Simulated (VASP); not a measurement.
# FeGe (P2_13) in VASP: further runs

FeGe is run at these levels: PBE; tasks: relaxation of the atoms.

Program: VASP 6.6.1. These are calculated values, not measurements. Logs are shortened: lines on timing, memory, paths and dates and some standing lists are left out, and cuts for length are marked.

### 1 The cell of the first run

Symmetry: P2_13, No. 198, cubic system. Conventional cell: a = 4.452 Å, b = 4.452 Å, c = 4.452 Å, α = 90.00°, β = 90.00°, γ = 90.00°. Fe (site symmetry 3) has 7 Ge at 2.26 to 2.51 Å and 6 Fe at 2.73 Å within 3.0 Å. Ge (site symmetry 3) has 7 Fe at 2.26 to 2.51 Å and 6 Ge at 2.76 Å within 3.0 Å.

### 2 Relaxation of the atoms, PBE (11.03 Å³/atom)

The input, INCAR:

```
SYSTEM = FeGe
  PREC = Accurate
  ENCUT = 520
  EDIFF = 1E-6
  ISMEAR = 0
  SIGMA = 0.03
  LREAL = .FALSE.
  LASPH = .TRUE.
  NELM = 80
  ALGO = Normal
  ISIF = 2
  LWAVE = .FALSE.
  LCHARG = .FALSE.
  GGA = PE
  IBRION = 2
  NSW = 45
  EDIFFG = -0.005
  KPAR = 4
```

The input, KPOINTS:

```
Automatic mesh
0
G
  10 10 10
  0 0 0
```

The input, POSCAR:

```
FeGe
1.0
    4.4516870807      0.0000000000      0.0000000000
    0.0000000000      4.4516870807      0.0000000000
    0.0000000000      0.0000000000      4.4516870807
Fe Ge
4 4
Direct
    0.1352200000      0.1352200000      0.1352200000
    0.3647800000      0.8647800000      0.6352200000
    0.6352200000      0.3647800000      0.8647800000
    0.8647800000      0.6352200000      0.3647800000
    0.8418600000      0.8418600000      0.8418600000
    0.6581400000      0.1581400000      0.3418600000
    0.3418600000      0.6581400000      0.1581400000
    0.1581400000      0.3418600000      0.6581400000
```

Potentials or basis: VASP PAW PBE potentials, release 64 (Fe, Ge_d).

Command:

```
$ cat potpaw_PBE.64/Fe/POTCAR potpaw_PBE.64/Ge_d/POTCAR > POTCAR
$ mpirun -np 4 vasp_std > vasp.out
```

OUTCAR:

```text
SYSTEM = FeGe
   PREC = Accurate
   ENCUT = 520
   EDIFF = 1E-6
   ISMEAR = 0
   LREAL = .FALSE.
   LASPH = .TRUE.
   NELM = 80
   ISIF = 2
   GGA = PE
   IBRION = 2
   NSW = 45
   EDIFFG = -0.005

 ion  position               nearest neighbor table
   1  0.135  0.135  0.135-   5 2.26   6 2.32   7 2.32   8 2.32   7 2.51   8 2.51   6 2.51   3 2.73
                             4 2.73   2 2.73   2 2.73   4 2.73   3 2.73
   2  0.365  0.865  0.635-   6 2.26   5 2.32   7 2.32   8 2.32   7 2.51   8 2.51   5 2.51   1 2.73
                             1 2.73   3 2.73   3 2.73   4 2.73   4 2.73
   3  0.635  0.365  0.865-   7 2.26   6 2.32   5 2.32   8 2.32   8 2.51   6 2.51   5 2.51   1 2.73
                             4 2.73   2 2.73   2 2.73   4 2.73   1 2.73
   4  0.865  0.635  0.365-   8 2.26   6 2.32   7 2.32   5 2.32   6 2.51   5 2.51   7 2.51   1 2.73
                             3 2.73   2 2.73   1 2.73   2 2.73   3 2.73
   5  0.842  0.842  0.842-   1 2.26   2 2.32   3 2.32   4 2.32   3 2.51   4 2.51   2 2.51   6 2.76
                             7 2.76   6 2.76   7 2.76   8 2.76   8 2.76
   6  0.658  0.158  0.342-   2 2.26   1 2.32   3 2.32   4 2.32   3 2.51   4 2.51   1 2.51   5 2.76
                             5 2.76   8 2.76   8 2.76   7 2.76   7 2.76
   7  0.342  0.658  0.158-   3 2.26   2 2.32   1 2.32   4 2.32   4 2.51   2 2.51   1 2.51   5 2.76
                             8 2.76   8 2.76   5 2.76   6 2.76   6 2.76
   8  0.158  0.342  0.658-   4 2.26   2 2.32   3 2.32   1 2.32   2 2.51   1 2.51   3 2.51   6 2.76
                             7 2.76   7 2.76   6 2.76   5 2.76   5 2.76

  LATTYP: Found a simple cubic cell.
 ALAT       =     4.4516870807

  Lattice vectors:

 A1 = (   4.4516870807,   0.0000000000,   0.0000000000)
 A2 = (   0.0000000000,   4.4516870807,   0.0000000000)
 A3 = (   0.0000000000,   0.0000000000,   4.4516870807)

Analysis of symmetry for initial positions (statically):
=====================================================================
 Subroutine PRICEL returns:
 Original cell was already a primitive cell.

 Routine SETGRP: Setting up the symmetry group for a
 simple cubic supercell.

 Subroutine GETGRP returns: Found 12 space group operations
 (whereof  3 operations were pure point group operations)
 out of a pool of 48 trial point group operations.

The static configuration has the point symmetry C_3 .
 The point group associated with its full space group is T   .

Analysis of symmetry for dynamics (positions and initial velocities):
=====================================================================
 Subroutine PRICEL returns:
 Original cell was already a primitive cell.

 Routine SETGRP: Setting up the symmetry group for a
 simple cubic supercell.

 Subroutine GETGRP returns: Found 12 space group operations
 (whereof  3 operations were pure point group operations)
 out of a pool of 48 trial point group operations.

The dynamic configuration has the point symmetry C_3 .
 The point group associated with its full space group is T   .

 Subroutine INISYM returns: Found 12 space group operations
 (whereof  3 operations are pure point group operations),
 and found     1 'primitive' translations

----------------------------------------------------------------------------------------

                                     Primitive cell

  volume of cell :      88.2214

  direct lattice vectors                    reciprocal lattice vectors
     4.451687081  0.000000000  0.000000000     0.224633938  0.000000000  0.000000000
     0.000000000  4.451687081  0.000000000     0.000000000  0.224633938  0.000000000
     0.000000000  0.000000000  4.451687081     0.000000000  0.000000000  0.224633938

  length of vectors
     4.451687081  4.451687081  4.451687081     0.224633938  0.224633938  0.224633938

  position of ions in fractional coordinates (direct lattice)
     0.135220000  0.135220000  0.135220000
     0.364780000  0.864780000  0.635220000
     0.635220000  0.364780000  0.864780000
     0.864780000  0.635220000  0.364780000
     0.841860000  0.841860000  0.841860000
     0.658140000  0.158140000  0.341860000
     0.341860000  0.658140000  0.158140000
     0.158140000  0.341860000  0.658140000

  ion indices of the primitive-cell ions
   primitive index   ion index
                 1           1
                 2           2
                 3           3
                 4           4
                 5           5
                 6           6
                 7           7
                 8           8

----------------------------------------------------------------------------------------

 KPOINTS: Automatic mesh

Automatic generation of k-mesh.
 Grid dimensions read from file:
 generate k-points for:   10   10   10

 Generating k-lattice:

  Cartesian coordinates                     Fractional coordinates (reciprocal lattice)
     0.022463394  0.000000000  0.000000000     0.100000000  0.000000000  0.000000000
     0.000000000  0.022463394  0.000000000     0.000000000  0.100000000  0.000000000
     0.000000000  0.000000000  0.022463394     0.000000000  0.000000000  0.100000000

  Length of vectors
     0.022463394  0.022463394  0.022463394

  Shift w.r.t. Gamma in fractional coordinates (k-lattice)
     0.000000000  0.000000000  0.000000000

 Subroutine IBZKPT returns following result:
 ===========================================

 Found     76 irreducible k-points:

 Following reciprocal coordinates:
            Coordinates               Weight
  0.000000  0.000000  0.000000      1.000000
  0.100000  0.000000  0.000000      6.000000
  0.200000  0.000000  0.000000      6.000000
  0.300000  0.000000  0.000000      6.000000
  0.400000  0.000000  0.000000      6.000000
  0.500000  0.000000  0.000000      3.000000
[... 16 lines left out ...]
  0.300000  0.300000  0.000000     12.000000
  0.400000  0.300000  0.000000     12.000000
 [... further k-points ...]
   k-points           NKPTS =     76   k-points in BZ     NKDIM =     76   number of bands    NBANDS=     52
   number of dos      NEDOS =    301   number of ions     NIONS =      8
   total plane-waves  NPLWV =  46656
   dimension x,y,z NGX =    36 NGY =   36 NGZ =   36
   dimension x,y,z NGXF=    72 NGYF=   72 NGZF=   72
   ions per type =               4   4
   NGX,Y,Z   is equivalent  to a cutoff of  13.44, 13.44, 13.44 a.u.
   NGXF,Y,Z  is equivalent  to a cutoff of  26.89, 26.89, 26.89 a.u.
 SYSTEM =  FeGe
   PREC   = accura    normal or accurate (medium, high low for compatibility)
   ISTART =      0    job   : 0-new  1-cont  2-samecut
   ICHARG =      2    charge: 1-file 2-atom 10-const
   ISPIN  =      1    spin polarized calculation?
   LNONCOLLINEAR =      F non collinear calculations
   LSORBIT =      F    spin-orbit coupling
   LASPH  =      T    aspherical Exc in radial PAW
   ENCUT  =  520.0 eV  38.22 Ry    6.18 a.u.   8.28  8.28  8.28*2*pi/ulx,y,z
   NELM   =     80;   NELMIN=  2; NELMDL= -5     # of ELM steps
   EDIFF  = 0.1E-05   stopping-criterion for ELM
   LREAL  =      F    real-space projection
   EDIFFG = -.5E-02   stopping-criterion for IOM
   NSW    =     45    number of steps for IOM
   IBRION =      2    ionic relax: 0-MD 1-quasi-New 2-CG
   NFREE  =      1    steps in history (QN), initial steepest desc. (CG)
   ISIF   =      2    stress and relaxation
   ISYM   =      2    0-nonsym 1-usesym 2-fastsym
   POTIM  = 0.5000    time-step for ionic-motion
   TEBEG  =    0.0;   TEEND  =   0.0 temperature during run
   PSTRESS=    0.0 pullay stress
   NELECT =      88.0000    total number of electrons
   NUPDOWN=      -1.0000    fix difference up-down
   EMIN   =  10.00;   EMAX   =-10.00  energy-range for DOS
   EFERMI =   0.00;   METHOD = LEGACY
   ISMEAR =     0;   SIGMA  =   0.03  broadening in eV -4-tet -1-fermi 0-gaus
   EFERMI_NEDOS =   21; number of points for ismear=-14 and -15
   IALGO  =     38    algorithm
   IMIX   =      4    mixing-type and parameters
     AMIX     =   0.40;   BMIX     =  1.00
     AMIX_MAG =   1.60;   BMIX_MAG =  1.00
  volume/ion in A,a.u.               =      11.03        74.42
  Fermi-wavevector in a.u.,A,eV,Ry     =   1.635728  3.091078 36.403832  2.675606
  Thomas-Fermi vector in A             =   2.727153
   LORBIT       =      0    0 simple, 1 ext, 2 COOP (PROOUT), +10 PAW based schemes
   GGA     = PE    functional components
   LHFCALC =     F    Hartree Fock is set to
   AEXX    =    0.0000 exact exchange contribution
   IVDW    =     0    specifies the selected vdW correction
   LEPSILON=     F    determine dielectric tensor
   LRPA    =     F    only Hartree local field effects (RPA)
 conjugate gradient relaxation of ions
 non-spin polarized calculation
 Gauss-broadening in eV      SIGMA  =   0.03
  energy-cutoff  :      520.00
  volume of cell :       88.22
 maximum number of plane-waves:      2408
 NGX is ok and might be reduce to    36
   NGX = 17   NGY = 17   NGZ = 17

--------------------------------------- Ionic step        1  -------------------------------------------

 number of electron      87.9999983 magnetization

 Free energy of the ion-electron system (eV)
  ---------------------------------------------------
  ext. energy  EPLUGINS =         0.00000000
  ---------------------------------------------------
  free energy    TOTEN  =       -50.61355081 eV

  energy without entropy =      -50.61344451  energy(sigma->0) =      -50.61349766

------------------------ aborting loop because EDIFF is reached ----------------------------------------

  FORCE on cell =-STRESS in cart. coord.  units (eV):
  Direction    XX          YY          ZZ          XY          YZ          ZX
  --------------------------------------------------------------------------------------
  -------------------------------------------------------------------------------------
  Total       17.0391052     17.0391052     17.0391052      0.0000000      0.0000000      0.0000000
  in kB      309.4450058    309.4450058    309.4450058      0.0000000      0.0000000      0.0000000
  external PRESSURE =     309.4450058 kB  Pullay stress =       0.0000000 kB
[... 153 lines left out ...]
  energy  without entropy=      -50.6486898334  energy(sigma->0) =      -50.64873624

--------------------------------------- Ionic step        5  -------------------------------------------

 number of electron      88.0000018 magnetization

 Free energy of the ion-electron system (eV)
  ---------------------------------------------------
  ext. energy  EPLUGINS =         0.00000000
  ---------------------------------------------------
  free energy    TOTEN  =       -50.64881721 eV

  energy without entropy =      -50.64871852  energy(sigma->0) =      -50.64876787

 E-fermi :   9.8561     XC(G=0): -13.7771

 val. band max:        9.8002674578   @ k =   0.3000   0.1000   0.1000
 cond. band min:       9.9038324697   @ k =   0.4000   0.2000   0.0000
 fundamental gap:      0.1035650118
 Fermi energy:         9.8561274820

 k-point     1 :       0.0000    0.0000    0.0000
  band No.  band energies     occupation
      1     -14.8915      2.00000
      2     -14.8915      2.00000
      3     -14.8915      2.00000
      4     -14.8417      2.00000
      5     -14.8417      2.00000
      6     -14.8417      2.00000
[... 1309 lines left out ...]
     51      13.0405      0.00000
     52      13.1899      0.00000

 [... further k-points ...]

------------------------ aborting loop because EDIFF is reached ----------------------------------------

  FORCE on cell =-STRESS in cart. coord.  units (eV):
  Direction    XX          YY          ZZ          XY          YZ          ZX
  --------------------------------------------------------------------------------------
  -------------------------------------------------------------------------------------
  Total       16.5053399     16.5053399     16.5053399      0.0000000     -0.0000000      0.0000000
  in kB      299.7513643    299.7513643    299.7513643      0.0000000     -0.0000000      0.0000000
  external PRESSURE =     299.7513643 kB  Pullay stress =       0.0000000 kB
[... 23 lines left out ...]
  FREE ENERGIE OF THE ION-ELECTRON SYSTEM (eV)
  ---------------------------------------------------
  free  energy   TOTEN  =       -50.6488172122 eV

  energy  without entropy=      -50.6487185248  energy(sigma->0) =      -50.64876787

 reached required accuracy - stopping structural energy minimisation
```

It took 3.5 min on 4 MPI ranks of Intel Xeon 6975P-C (Granite Rapids), shared host; peak memory 0.38 GiB.

What came out:

```
Free energy               : -50.6488 eV
Energy gained by relaxing : 4.4 meV/atom
Ionic steps               : 5
Pressure after relaxing   : 30.0 GPa
Band gap on the k mesh    : 0.10 eV (least direct gap 0.13 eV)
```

The path:
```
step  energy change (eV)  largest force (eV/Å)  pressure (GPa)
   1              0.0000                0.4973           30.94
   2             -0.0335                0.1024           30.29
   3             -0.0340                0.0912           30.20
   4             -0.0352                0.0162           30.03
   5             -0.0353                0.0011           29.98
```

Final structure:
```yaml
crystal:
  lattice:
    - [4.45169, 0.00000, 0.00000]
    - [0.00000, 4.45169, 0.00000]
    - [0.00000, 0.00000, 4.45169]
  atoms:
    - { symbol: Fe, position: [0.13931, 0.13931, 0.13931] }
    - { symbol: Fe, position: [0.36069, 0.86069, 0.63931] }
    - { symbol: Fe, position: [0.63931, 0.36069, 0.86069] }
    - { symbol: Fe, position: [0.86069, 0.63931, 0.36069] }
    - { symbol: Ge, position: [0.84061, 0.84061, 0.84061] }
    - { symbol: Ge, position: [0.65939, 0.15939, 0.34061] }
    - { symbol: Ge, position: [0.34061, 0.65939, 0.15939] }
    - { symbol: Ge, position: [0.15939, 0.34061, 0.65939] }
```

Levels at points of the mesh, in eV from the valence-band top:
| k point | band 41 | band 42 | band 43 | band 44 | band 45 | band 46 | band 47 | band 48 |
| --- | --- | --- | --- | --- | --- | --- | --- | --- |
| (0.00, 0.00, 0.00) | -0.25 | -0.25 | -0.08 | -0.08 | 0.58 | 0.58 | 0.58 | 2.73 |
| (0.50, 0.00, 0.00) | -0.39 | -0.39 | -0.01 | -0.01 | 0.16 | 0.16 | 1.77 | 1.77 |
| (0.50, 0.50, 0.00) | -1.04 | -1.04 | -0.35 | -0.35 | 0.60 | 0.60 | 1.16 | 1.16 |
| (0.50, 0.50, 0.50) | -0.62 | -0.62 | -0.62 | -0.62 | 0.40 | 0.40 | 0.40 | 0.40 |

### 3 Relaxation of the atoms, PBE (11.42 Å³/atom)

This run uses another cell than the first one, of 11.42 Å³/atom.

The input, INCAR:

```
PREC     = Accurate       # precision mode
ENCUT    = 520            # plane-wave cutoff, eV
EDIFF    = 1E-6           # SCF threshold, eV
ISMEAR   = 0              # smearing method
SIGMA    = 0.03           # smearing width, eV
LREAL    = F              # projectors in reciprocal space
LASPH    = T              # aspherical terms in the spheres
NELM     = 80             # most SCF steps
ALGO     = Normal         # electronic algorithm
ISIF     = 2              # what is computed and relaxed
LWAVE    = F              # write WAVECAR
LCHARG   = F              # write CHGCAR
GGA      = PE             # functional
IBRION   = 2              # ionic algorithm
NSW      = 45             # ionic steps
EDIFFG   = -0.005         # ionic threshold
KPAR     = 4
```

The input, KPOINTS:

```
regular mesh
0
Gamma
  10 10 10
```

Changes to POSCAR since step 2:

```diff
@@ -2,5 +2,5 @@
 1.0
-    4.4516870807      0.0000000000      0.0000000000
-    0.0000000000      4.4516870807      0.0000000000
-    0.0000000000      0.0000000000      4.4516870807
+    4.5034555237      0.0000000000      0.0000000000
+    0.0000000000      4.5034555237      0.0000000000
+    0.0000000000      0.0000000000      4.5034555237
 Fe Ge
```

Potentials or basis: VASP PAW PBE potentials, release 64 (Fe, Ge_d).

Command:

```
$ cat potpaw_PBE.64/Fe/POTCAR potpaw_PBE.64/Ge_d/POTCAR > POTCAR
$ mpirun -np 4 vasp_std > vasp.out
```

Wall time 4.2 min (4 MPI ranks of Intel Xeon 6975P-C (Granite Rapids), shared host); peak memory 0.39 GiB.

Results (log left out):

* Free energy: -51.1321 eV
* Energy gained by relaxing: 2.7 meV/atom
* Ionic steps: 5
* Pressure after relaxing: 20.0 GPa
* Band gap on the k mesh: 0.11 eV (least direct gap 0.13 eV)

Forces in eV/Å, atoms in the order of the input:
```
Fe   0.000  0.000  0.000
Fe   0.000  0.000  0.000
Fe   0.000  0.000  0.000
Fe   0.000  0.000  0.000
Ge  -0.002 -0.002 -0.002
Ge   0.002  0.002 -0.002
Ge  -0.002  0.002  0.002
Ge   0.002 -0.002  0.002
```

Step by step:
| step | energy change (eV) | largest force (eV/Å) | pressure (GPa) |
| --- | --- | --- | --- |
| 1 | 0.0000 | 0.3126 | 20.47 |
| 2 | -0.0203 | 0.0777 | 20.14 |
| 3 | -0.0207 | 0.0437 | 20.16 |
| 4 | -0.0212 | 0.0148 | 20.00 |
| 5 | -0.0213 | 0.0027 | 19.95 |

Final structure:
```
Fe Ge
1.0
     4.50346    0.00000    0.00000
     0.00000    4.50346    0.00000
     0.00000    0.00000    4.50346
Fe Ge
4 4
Direct
  0.13796 0.13796 0.13796
  0.36204 0.86204 0.63796
  0.63796 0.36204 0.86204
  0.86204 0.63796 0.36204
  0.84006 0.84006 0.84006
  0.65994 0.15994 0.34006
  0.34006 0.65994 0.15994
  0.15994 0.34006 0.65994
```

Levels at points of the mesh, in eV from the valence-band top:
| k point | band 41 | band 42 | band 43 | band 44 | band 45 | band 46 | band 47 | band 48 |
| --- | --- | --- | --- | --- | --- | --- | --- | --- |
| (0.00, 0.00, 0.00) | -0.24 | -0.24 | -0.07 | -0.07 | 0.55 | 0.55 | 0.55 | 2.59 |
| (0.50, 0.00, 0.00) | -0.37 | -0.37 | -0.01 | -0.01 | 0.15 | 0.15 | 1.69 | 1.69 |
| (0.50, 0.50, 0.00) | -0.99 | -0.99 | -0.33 | -0.33 | 0.58 | 0.58 | 1.10 | 1.10 |
| (0.50, 0.50, 0.50) | -0.59 | -0.59 | -0.59 | -0.59 | 0.39 | 0.39 | 0.39 | 0.39 |

A k mesh can miss the band edges. Spin polarisation is off, so any magnetic state and its effect on volume and gap are missing.
